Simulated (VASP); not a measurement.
Wanted: the native input for a VASP 6.6.1 run.

```yaml
Task: single point
Functional: PBE
Potentials_or_basis: VASP PAW PBE potentials, release 64 (Ga_d, O)
Cutoff: 600 eV
k_mesh: 6 × 6 × 6
Occupations: gaussian, width 0.02 eV
Spin: no spin polarisation
Dipole_correction: no
Further_INCAR_settings: ALGO = Normal; EDIFF = 1e-06; NBANDS = 55
```

The structure of Ga2O3 (v.b) lies in POSCAR:

```
Ga2O3
1.0
    2.5289757145      1.4601048264      4.5413217497
   -2.5289757145      1.4601048264      4.5413217497
    0.0000000000     -2.9202096022      4.5413217660
Ga O
4 6
Direct
    0.3558414575      0.3558414575      0.3558414575
    0.1441585425      0.1441585425      0.1441585425
    0.6441585425      0.6441585425      0.6441585425
    0.8558414575      0.8558414575      0.8558414575
    0.5531021182      0.9468978818      0.2500000000
    0.2500000000      0.5531021182      0.9468978818
    0.9468978818      0.2500000000      0.5531021182
    0.4468978818      0.0531021182      0.7500000000
    0.7500000000      0.4468978818      0.0531021182
    0.0531021182      0.7500000000      0.4468978818
```

These files were run (other wordings do the same):

INCAR

```
ALGO = Normal
EDIFF = 1E-6
ENCUT = 600
GGA = PE
GGA_COMPAT = False
ISIF = 2
ISMEAR = 0
LASPH = True
LCHARG = False
LREAL = False
LWAVE = False
NBANDS = 55
NELM = 120
PREC = Accurate
SIGMA = 0.02
```

KPOINTS

```
k-points
0
Gamma
  6 6 6
```

Potentials or basis: VASP PAW PBE potentials, release 64 (Ga_d, O).

The run is started by

```bash
$ cat potpaw_PBE.64/Ga_d/POTCAR potpaw_PBE.64/O/POTCAR > POTCAR
$ mpirun -np 1 vasp_std > vasp.out
```

It gave:

```
Pressure               : 0.7 GPa
Largest force          : 0.012 eV/Å
Band gap on the k mesh : 2.39 eV, indirect (least direct gap 2.62 eV)
```

It took 9.6 min on 1 thread of AMD EPYC 7R13, with other jobs on the host, peak memory 0.37 GiB.
